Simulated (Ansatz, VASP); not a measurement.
One calculation of Ti, two programs

The input INCAR:

```
ALGO = Fast ; EDIFF = 1E-7
ENCUT = 520 ; GGA = PE
ISIF = 2 ; ISMEAR = 0
LASPH = T ; LCHARG = F
LREAL = F ; LWAVE = F
NBANDS = 12 ; NELM = 80
PREC = Accurate ; SIGMA = 0.15
```

The input KPOINTS:

```
k-points
0
Gamma
  26 26 26
```

The input POSCAR:

```
Ti
1.0
   -1.6277527636      1.7905280400      1.6277527636
    1.6277527636     -1.7905280400      1.6277527636
    1.6277527636      1.7905280400     -1.6277527636
Ti
1
Direct
    0.0000000000      0.0000000000      0.0000000000
```

Input for Ansatz:

```yaml
crystal:
  lattice:
    - [-1.6277527636, 1.79052804, 1.6277527636]
    - [1.6277527636, -1.79052804, 1.6277527636]
    - [1.6277527636, 1.79052804, -1.6277527636]
  atoms:
    - { symbol: Ti, position: [0.0, 0.0, 0.0] }
basis:
  ecutwfc: 420
kpoints:
  mp_grid: { grid: [26, 26, 26] }
hamiltonian:
  xc: pbe
scf:
  occupations: { method: gaussian, width: 0.15 }
output:
  forces: true
  stress: true
  eigenvalues: true
```

Change from the starting cell: strain +0.1000 x Voigt [0, 1, 0, 0, 0, 0], atoms carried along.

Alike in both runs: task single point; functional PBE; k mesh 26 × 26 × 26; occupations gaussian, width 0.15 eV; no spin polarisation.

```csv
,VASP,Ansatz
version,VASP 6.6.1,Ansatz 0.2.0
potentials or method,"VASP PAW PBE potentials, release 64 (Ti_sv), cutoff 520 eV","scalar-relativistic, plane waves, PAW"
valence electrons in the cell,12,12
```

```tsv
	VASP	Ansatz	Ansatz less VASP
gap on the k mesh at the Fermi level (eV)	none	none	-
pressure (GPa)	-8.5	-8.3	+0.15
traceless stress, the component that is largest in VASP (GPa)	1.49	1.49	0.000
```

A gap of «none» marks a metal or a gap that the smearing closes. The functional is the same, so the differences come from potentials, cutoffs and numerics.
